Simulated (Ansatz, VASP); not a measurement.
This is a calculation of InSb3 for Ansatz 0.2.0.

input.yaml

```yaml
crystal:
  lattice:
    - [4.7741085314, 0.0, 0.0]
    - [0.0, 4.7741085314, 0.0]
    - [0.0, 0.0, 4.7741085314]
  atoms:
    - { symbol: Sb, position: [0.5, 0.5, 0.0] }
    - { symbol: Sb, position: [0.0, 0.5, 0.5] }
    - { symbol: Sb, position: [0.5, 0.0, 0.5] }
    - { symbol: In, position: [0.0, 0.0, 0.0] }
hamiltonian:
  xc: pbe
  pseudopotentials: { kind: paw }
kpoints:
  mp_grid: { grid: [6, 6, 6] }
scf:
  occupations: { method: fermi_dirac, width: 0.05 }
output:
  forces: true
  stress: true
  eigenvalues: true
```

Potentials or basis: Ansatz PAW.

Run with:

```sh
$ ansatz run input.yaml --threads 2 --pin off --max-ram 5120MiB --backend cpu --events-out ev --progress --plain --runs-dir out
```

Translate it to VASP 6.6.1. Potentials there: VASP PAW PBE potentials, release 64 (Sb, In_d).

As run (the cutoff follows the program's own potentials):

Contents of INCAR:

```
SYSTEM = InSb3
  PREC = Accurate
  ENCUT = 520
  EDIFF = 1E-6
  ISMEAR = -1
  SIGMA = 0.05
  LREAL = .False.
  LASPH = .True.
  NELM = 60
  ALGO = Normal
  ISIF = 2
  LWAVE = .False.
  LCHARG = .True.
  GGA = PE
  LELF = .True.
  LVHAR = .True.
  NBANDS = 22
```

File KPOINTS:

```
Automatic mesh
0
Gamma
  6 6 6
  0 0 0
```

Contents of POSCAR:

```
InSb3
1.0
    4.7741085314      0.0000000000      0.0000000000
    0.0000000000      4.7741085314      0.0000000000
    0.0000000000      0.0000000000      4.7741085314
Sb In
3 1
Direct
    0.5000000000      0.5000000000      0.0000000000
    0.0000000000      0.5000000000      0.5000000000
    0.5000000000      0.0000000000      0.5000000000
    0.0000000000      0.0000000000      0.0000000000
```

Potentials or basis: VASP PAW PBE potentials, release 64 (Sb, In_d).

Command:

```console
$ cat potpaw_PBE.64/Sb/POTCAR potpaw_PBE.64/In_d/POTCAR > POTCAR
$ mpirun -np 1 vasp_std > vasp.out
```

Both were run:

|  | VASP | Ansatz | Ansatz less VASP |
| --- | --- | --- | --- |
| gap on the k mesh at the Fermi level (eV) | none | none | - |
| pressure (GPa) | 1.2 | 1.3 | +0.09 |

A gap of «none» marks a metal or a gap that the smearing closes. VASP's potentials hold 28 valence electrons a cell and Ansatz's 58, so a difference there can come from the potentials and not from the codes.

Neither program's run includes spin-orbit coupling.
